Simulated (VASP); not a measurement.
Set up this calculation in VASP 6.6.1, as the native input.

```
Task                   : single point
Functional             : PBE
Potentials or basis    : VASP PAW PBE potentials, release 64 (Ti_sv, C)
Cutoff                 : 520 eV
k mesh                 : 13 × 13 × 10
Occupations            : fermi-dirac, width 0.05 eV
Spin                   : no spin polarisation
Dipole correction      : no
Further INCAR settings : ALGO = Normal; EDIFF = 1e-07; NBANDS = 24
```

The structure of TiC (rocksalt type) lies in POSCAR:

```
TiC
1.0
    2.1663639417      2.1663639417      0.0000000000
   -2.1663639417      2.1663639417      0.0000000000
    0.0000000000      0.0000000000      4.3327278835
Ti C
2 2
Direct
    0.0000000000      0.0000000000      0.0000000000
    0.5000000000      0.5000000000      0.5000000000
    0.5000000000      0.5000000000      0.0000000000
    0.0000000000      0.0000000000      0.5000000000
```

The input as run:

INCAR

```
SYSTEM = TiC
PREC = Accurate ; ENCUT = 520
EDIFF = 1E-7 ; ISMEAR = -1
SIGMA = 0.05 ; LREAL = .FALSE.
LASPH = .TRUE. ; NELM = 80
ALGO = Normal ; ISIF = 2
LWAVE = .FALSE. ; LCHARG = .FALSE.
GGA = PE ; NBANDS = 24
```

KPOINTS

```
regular mesh
0
G
  13 13 10
  0 0 0
```

Potentials or basis: VASP PAW PBE potentials, release 64 (Ti_sv, C).

Launch:

```bash
$ cat potpaw_PBE.64/Ti_sv/POTCAR potpaw_PBE.64/C/POTCAR > POTCAR
$ mpirun -np 1 vasp_std > vasp.out
```

Results of the run:

- Pressure: 0.2 GPa
- Band gap on the k mesh: zero (bands 16 and 17 overlap by 1.10 eV)

It took 5 min on 1 thread of Intel Xeon 8259CL, with other jobs on the host, peak memory 0.26 GiB.
